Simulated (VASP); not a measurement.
A run of VASP 6.6.1 is set up as follows.

Contents of INCAR:

```
ALGO     = Normal         # electronic algorithm
EDIFF    = 1E-6           # SCF threshold, eV
ENCUT    = 600            # plane-wave cutoff, eV
GGA      = CA             # functional
GGA_COMPAT= False        
ISIF     = 2              # what is computed and relaxed
ISMEAR   = -1             # smearing method
ISPIN    = 2              # spin polarisation
ISYM     = 0            
LASPH    = True           # aspherical terms in the spheres
LCHARG   = True           # write CHGCAR
LELF     = True           # ELF
LMAXMIX  = 6              # l up to which the mixer works
LORBIT   = 11             # projections on sites
LREAL    = False          # projectors in reciprocal space
LVHAR    = True         
LWAVE    = False          # write WAVECAR
MAGMOM   = 7 7 0 0        # initial moments
NBANDS   = 35             # bands
NELM     = 200            # most SCF steps
PREC     = Accurate       # precision mode
SIGMA    = 0.02           # smearing width, eV
```

File KPOINTS:

```
k-points
0
Gamma
  5 3 5
```

Contents of POSCAR:

```
EuS
1.0
    0.0000000000     -2.9785000000     -2.9785000000
   -5.9570000000     -2.9785000000     -2.9785000000
    0.0000000000      2.9785000000     -2.9785000000
Eu S
2 2
Direct
    0.0000000000      0.0000000000      0.0000000000
    0.0000000000      0.5000000000      0.5000000000
    0.5000000000      0.0000000000      0.5000000000
    0.5000000000      0.5000000000      0.0000000000
```

Potentials or basis: VASP PAW PBE potentials, release 64 (Eu, S).

Run with:

```bash
$ cat potpaw_PBE.64/Eu/POTCAR potpaw_PBE.64/S/POTCAR > POTCAR
$ mpirun -np 1 vasp_std > vasp.out
```

(1) Estimate the pressure.

(2) What does it give for the net moment?

## Answers

(1) -7.7 GPa.

(2) 13.87 μB per cell.

Caveat: the cell stands under tension; the PAW data sets were made with another functional, which shifts forces and pressure a little.
